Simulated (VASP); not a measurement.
## MgBeI4: single point with PBE

The system is MgBeI4.

```
Mg Be I
1.0
     4.06632    0.00000    0.00000
     0.00000    4.06632    0.00000
     0.00000    0.00000   28.02561
Mg Be I
2 2 8
Direct
  0.50000 0.50000 0.00000
  0.50000 0.50000 0.50000
  0.00000 0.00000 0.75000
  0.00000 0.00000 0.25000
  0.50000 0.00000 0.19962
  0.50000 0.00000 0.56936
  0.00000 0.50000 0.93064
  0.00000 0.50000 0.30038
  0.50000 0.00000 0.80038
  0.50000 0.00000 0.43064
  0.00000 0.50000 0.06936
  0.00000 0.50000 0.69962
```

- Program: VASP 6.6.1
- Task: single point
- Functional: PBE
- Potentials or basis: VASP PAW PBE potentials, release 64 (Mg, Be, I)
- Cutoff: 520 eV
- k mesh: 4 × 4 × 2
- Occupations: gaussian, width 0.1 eV
- Spin: no spin polarisation

* Pressure: 0.1 GPa
* Largest force: 0.009 eV/Å
* Band gap on the k mesh: 2.09 eV (least direct gap 2.27 eV)

Forces on the atoms (eV/Å):
```
Mg   0.000  0.000  0.000
Mg   0.000  0.000  0.000
Be   0.000  0.000  0.000
Be   0.000  0.000  0.000
I    0.000  0.000 -0.009
I    0.000  0.000 -0.009
I    0.000  0.000  0.009
I    0.000  0.000  0.009
I    0.000  0.000  0.009
I    0.000  0.000  0.009
I    0.000  0.000 -0.009
I    0.000  0.000 -0.009
```

Stress tensor (GPa, compression positive):
```
0.02 0.00 0.00
0.00 0.02 0.00
0.00 0.00 0.24
```

Levels at points of the mesh, in eV from the valence-band top:
```
           k point  band 28  band 29  band 30  band 31  band 32  band 33  band 34  band 35  band 36  band 37
(0.00, 0.00, 0.00)    -0.35    -0.18    -0.18    -0.15    -0.15     2.14     2.24     3.12     3.12     3.47
(0.50, 0.00, 0.00)    -0.64    -0.29    -0.09    -0.09     0.00     2.27     2.86     3.54     3.58     3.90
(0.50, 0.50, 0.00)    -1.77    -1.26    -1.25    -0.77    -0.77     2.09     2.09     3.54     3.57     4.36
(0.00, 0.00, 0.50)    -0.35    -0.17    -0.17    -0.15    -0.15     2.19     2.19     3.12     3.12     3.50
(0.50, 0.00, 0.50)    -0.64    -0.29    -0.09    -0.09     0.00     2.27     2.87     3.52     3.59     3.90
(0.50, 0.50, 0.50)    -1.78    -1.25    -1.25    -0.77    -0.77     2.09     2.09     3.55     3.55     4.41
```

It took 4.1 min on 1 thread of Intel(R) Xeon(R) 6975P-C (Granite Rapids) (shared host), peak memory 0.54 GiB.

Caveat: spin-orbit coupling is left out, which moves the levels of the heavy elements; this functional lacks dispersion, which binds layers or chains, so the pressure and a relaxed spacing across them are unreliable. A k mesh can miss the band edges.
